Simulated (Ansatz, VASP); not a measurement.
**Al in VASP and in Ansatz**

INCAR

```
  PREC = Accurate
  ENCUT = 520
  EDIFF = 1E-6
  ISMEAR = 0
  SIGMA = 0.15
  LREAL = False
  LASPH = True
  NELM = 60
  ALGO = Normal
  ISIF = 2
  LWAVE = False
  LCHARG = True
  GGA = PS
  LELF = True
  LVHAR = True
  NBANDS = 10
```

KPOINTS

```
regular mesh
0
Gamma
  18 18 10
```

The input POSCAR:

```
Al
1.0
    2.8098000000      0.0000000000      0.0000000000
   -1.4049000000      2.4333581796      0.0000000000
    0.0000000000      0.0000000000      4.3414000000
Al
2
Direct
    0.6666666667      0.3333333333      0.7500000000
    0.3333333333      0.6666666667      0.2500000000
```

Input for Ansatz:

```yaml
crystal:
  lattice:
    - [2.8098, 0.0, 0.0]
    - [-1.4049, 2.4333581796, 0.0]
    - [0.0, 0.0, 4.3414]
  atoms:
    - { symbol: Al, position: [0.6666666667, 0.3333333333, 0.75] }
    - { symbol: Al, position: [0.3333333333, 0.6666666667, 0.25] }
basis:
  ecutwfc: 420
kpoints:
  mp_grid: { grid: [18, 18, 10] }
hamiltonian:
  xc: pbesol
  pseudopotentials: { kind: paw, azcp: { folder: soft_1 } }
scf:
  occupations: { method: gaussian, width: 0.15 }
output:
  forces: true
  stress: true
  eigenvalues: true
```

Alike in both runs: task single point; functional PBEsol; k mesh 18 × 18 × 10; occupations gaussian, width 0.15 eV; no spin polarisation.

|  | VASP | Ansatz |
| --- | --- | --- |
| version | VASP 6.6.1 | Ansatz 0.2.0 |
| potentials or method | VASP PAW PBE potentials, release 64 (Al), cutoff 520 eV | scalar-relativistic, plane waves, PAW |
| valence electrons in the cell | 6 | 6 |

VASP gave:

| Quantity | Value |
| --- | --- |
| gap on the k mesh at the Fermi level (eV) | none |
| pressure (GPa) | 9.6 |
| traceless stress, the component that is largest in VASP (GPa) | 4.78 |

**Question.** What did Ansatz give for the same quantities?

**Answer.** gap on the k mesh at the Fermi level (eV): none; pressure (GPa): 9.5; traceless stress, the component that is largest in VASP (GPa): 4.75.

VASP's potentials were made for PBE, not for PBEsol, and Ansatz warns of the same on its side. A gap of «none» marks a metal or a gap that the smearing closes.
